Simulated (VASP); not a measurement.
# GaN: single point with r2SCAN

The system is GaN.

```xyz
4
Lattice="3.1430 0.0000 0.0000 -1.5715 2.7219 0.0000 0.0000 0.0000 5.1058" Properties=species:S:1:pos:R:3 pbc="T T T"
Ga   -0.0002    1.8147    0.0000
Ga    1.5713    0.9072    2.5529
N    -0.0002    1.8147    1.9147
N     1.5713    0.9072    4.4676
```

```
Program                : VASP 6.6.1
Task                   : single point
Functional             : r2SCAN
Potentials or basis    : VASP PAW PBE potentials, release 64 (Ga_d, N)
Cutoff                 : 520 eV
k mesh                 : 7 × 7 × 4
Occupations            : fermi-dirac, width 0.1 eV
Spin                   : no spin polarisation
Dipole correction      : no
Further INCAR settings : ALGO = Normal; EDIFF = 1e-06; NBANDS = 26
```

```json
{"Pressure": "9.9 GPa", "Largest force": "0.152 eV/Å", "Band gap on the k mesh": "2.62 eV, direct"}
```

Forces on the atoms (eV/Å):
```
Ga   0.000 -0.003 -0.152
Ga   0.000  0.003 -0.152
N    0.000 -0.003  0.152
N    0.000  0.003  0.152
```

Stress tensor (GPa, compression positive):
```
 9.17  0.00  0.00
 0.00  9.20  0.00
 0.00  0.00 11.42
```

Levels at points of the mesh, in eV from the valence-band top:
| k point | band 14 | band 15 | band 16 | band 17 | band 18 | band 19 | band 20 | band 21 | band 22 | band 23 |
| --- | --- | --- | --- | --- | --- | --- | --- | --- | --- | --- |
| (0.00, 0.00, 0.00) | -1.14 | -1.14 | -0.06 | 0.00 | 0.00 | 2.62 | 5.08 | 10.22 | 10.81 | 10.81 |
| (0.00, 0.00, 0.50) | -4.02 | -0.58 | -0.58 | -0.58 | -0.58 | 5.03 | 5.03 | 9.43 | 9.43 | 11.33 |

Wall time 2.5 min on 1 thread of Intel(R) Xeon(R) Platinum 8175M CPU @ 2.50GHz (Skylake/Cascade Lake), with other jobs on the host, peak memory 0.19 GiB.

Caveat: the PAW data sets were made with another functional, which shifts forces and pressure a little. r2SCAN opens gaps a little over a GGA but as a rule still falls short of measured ones.
